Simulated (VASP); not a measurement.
Set up this calculation in VASP 6.6.1, as the native input.

```yaml
Task: single point
Functional: PBE
Dispersion: D4
Potentials_or_basis: VASP PAW PBE potentials, release 64 (Ni, Al)
Cutoff: 520 eV
k_mesh: 8 × 8 × 8
Occupations: fermi-dirac, width 0.05 eV
Spin: collinear spin, ferromagnetic start
Starting_moments: "[1.0, 1.0, 1.0, 0.0] μB"
Dipole_correction: no
Further_INCAR_settings: ALGO = Normal; EDIFF = 1e-06; NBANDS = 28
```

The structure of AlNi3 lies in POSCAR:

```
AlNi3
1.0
    3.5289023713      0.0000000000      0.0000000000
    0.0000000000      3.5289023713      0.0000000000
    0.0000000000      0.0000000000      3.5289023713
Ni Al
3 1
Direct
    0.5000000000      0.5000000000      0.0000000000
    0.5000000000      0.0000000000      0.5000000000
    0.0000000000      0.5000000000      0.5000000000
    0.0000000000      0.0000000000      0.0000000000
```

These files were run (other wordings do the same):

INCAR

```
SYSTEM = AlNi3
  ALGO = Normal
  EDIFF = 1E-6
  ENCUT = 520
  GGA = PE
  ISIF = 2
  ISMEAR = -1
  ISPIN = 2
  IVDW = 13
  LASPH = .True.
  LCHARG = .False.
  LMAXMIX = 4
  LORBIT = 11
  LREAL = .False.
  LWAVE = .False.
  MAGMOM = 1 1 1 0
  NBANDS = 28
  NELM = 150
  PREC = Accurate
  SIGMA = 0.05
```

KPOINTS

```
k-points
0
Gamma
  8 8 8
  0 0 0
```

Potentials or basis: VASP PAW PBE potentials, release 64 (Ni, Al).

Run with:

```console
$ cat potpaw_PBE.64/Ni/POTCAR potpaw_PBE.64/Al/POTCAR > POTCAR
$ mpirun -np 1 vasp_std > vasp.out
```

It gave:

| Property | Result |
| --- | --- |
| Pressure | 0.0 GPa |
| Net moment | 0.67 μB per cell |
| Site moments | Ni +0.24; Al -0.01 μB |
| Valence electrons inside the program's atomic spheres | Ni 9.44; Al 0.81 |
| Dispersion energy per atom | -0.464 eV |

Caveat: pairwise dispersion overbinds metals, which lowers pressure and volume.

Wall time 38 s on 1 thread of Intel(R) Xeon(R) 6975P-C (Granite Rapids), with other jobs on the host, peak memory 0.2 GiB.
